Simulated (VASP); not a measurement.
Input of a VASP 6.6.1 run:

The input POSCAR:

```
RbBr
1.0
    4.1242532581     -0.0861968931      0.0000000000
   -0.0861968931      4.1242532581      0.0000000000
    0.0000000000      0.0000000000      4.1242532581
Rb Br
1 1
Direct
    0.0000000000      0.0000000000      0.0000000000
    0.5000000000      0.5000000000      0.5000000000
```

The input INCAR.step1:

```
SYSTEM = RbBr
PREC = Accurate ; ENCUT = 520
ISMEAR = 0 ; SIGMA = 0.01
LREAL = .FALSE. ; LASPH = .TRUE.
NELM = 80 ; NBANDS = 15
GGA = PE ; ALGO = Normal
EDIFF = 1E-4 ; LWAVE = .TRUE.
LCHARG = .FALSE.
```

File INCAR.step2:

```
SYSTEM = RbBr
PREC = Accurate ; ENCUT = 520
EDIFF = 1E-7 ; ISMEAR = 0
SIGMA = 0.01 ; LREAL = .FALSE.
LASPH = .TRUE. ; NELM = 80
ALGO = Normal ; ISIF = 2
LWAVE = .FALSE. ; LCHARG = .TRUE.
METAGGA = R2SCAN ; LMIXTAU = .TRUE.
LELF = .TRUE. ; LVHAR = .TRUE.
NBANDS = 15 ; ISTART = 1
```

The input KPOINTS:

```
regular mesh
0
G
  6 6 6
  0 0 0
```

Potentials or basis: VASP PAW PBE potentials, release 64 (Rb_sv, Br).

The run is started by

```sh
$ cat potpaw_PBE.64/Rb_sv/POTCAR potpaw_PBE.64/Br/POTCAR > POTCAR
$ cp INCAR.step1 INCAR
$ mpirun -np 1 vasp_std > vasp.out
$ cp INCAR.step2 INCAR
$ mpirun -np 1 vasp_std > vasp.out
```

(1) Predict the band gap on the k mesh.

(2) Predict the pressure.

Answers

(1) 4.84 eV (least direct gap 4.98 eV).

(2) 0.1 GPa.

Caveat: the cell differs from its parent crystal (shear xy strain -4.2%); the PAW data sets were made with another functional, which shifts forces and pressure a little.
